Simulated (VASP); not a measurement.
## WS: relaxation of cell and atoms with PBEsol

The system is WS.

```xyz
2
Lattice="0.0000 2.4491 2.4491 2.4491 0.0000 2.4491 2.4491 2.4491 0.0000" Properties=species:S:1:pos:R:3 pbc="T T T"
W     0.0000    0.0000    0.0000
S     2.4491    2.4491    2.4491
```

```json
{"Program": "VASP 6.6.1", "Task": "relaxation of cell and atoms", "Functional": "PBEsol", "Potentials or basis": "VASP PAW PBE potentials, release 64 (W_sv, S)", "Cutoff": "600 eV", "k mesh": "14 × 14 × 14", "Occupations": "gaussian, width 0.1 eV", "Spin": "no spin polarisation", "Dipole correction": "no", "Further INCAR settings": "ALGO = Normal; EDIFF = 1e-06; IBRION = 2; EDIFFG = -0.01; NSW = 100; ISIF = 3"}
```

```json
{"Relaxed volume": "14.75 Å³/atom", "Relaxed cell": "a = 3.468 Å, b = 3.468 Å, c = 3.468 Å, α = 60.00°, β = 60.00°, γ = 60.00°", "Space group after relaxing (to 0.1 Å)": "Fm-3m (No. 225)", "Energy gained by relaxing": "0.2 meV/atom", "Ionic steps": "3", "Pressure after relaxing": "0.0 GPa", "Band gap on the k mesh": "zero (bands 10 and 11 overlap by 3.52 eV)"}
```

Step by step:
| step | energy change (eV) | largest force (eV/Å) | pressure (GPa) | volume (Å³) |
| --- | --- | --- | --- | --- |
| 1 | 0.0000 | 0.0000 | 0.86 | 29.38 |
| 2 | 0.0008 | 0.0000 | -1.57 | 29.72 |
| 3 | -0.0003 | 0.0000 | -0.02 | 29.50 |

Final structure:
```
W S
1.0
     0.00000    2.45230    2.45230
     2.45230    0.00000    2.45230
     2.45230    2.45230    0.00000
W S
1 1
Direct
  0.00000 0.00000 0.00000
  0.50000 0.50000 0.50000
```

Levels at points of the mesh, in eV from the Fermi level:
```
           k point  band 8  band 9  band 10  band 11  band 12  band 13
(0.00, 0.00, 0.00)   -3.44   -2.85    -2.85    -2.85    -2.27    -2.27
(0.50, 0.00, 0.00)   -7.08    0.21     0.21     0.73     1.85     5.74
(0.50, 0.50, 0.00)   -4.92   -4.92    -0.98     0.60     1.16     1.16
```

Run time: 40 s on 1 thread of Intel(R) Xeon(R) 6975P-C (Granite Rapids), with other jobs on the host, peak memory 0.2 GiB.

Caveat: the PAW data sets were made with another functional, which shifts forces and pressure a little; spin-orbit coupling is left out, which moves the levels of the heavy elements.
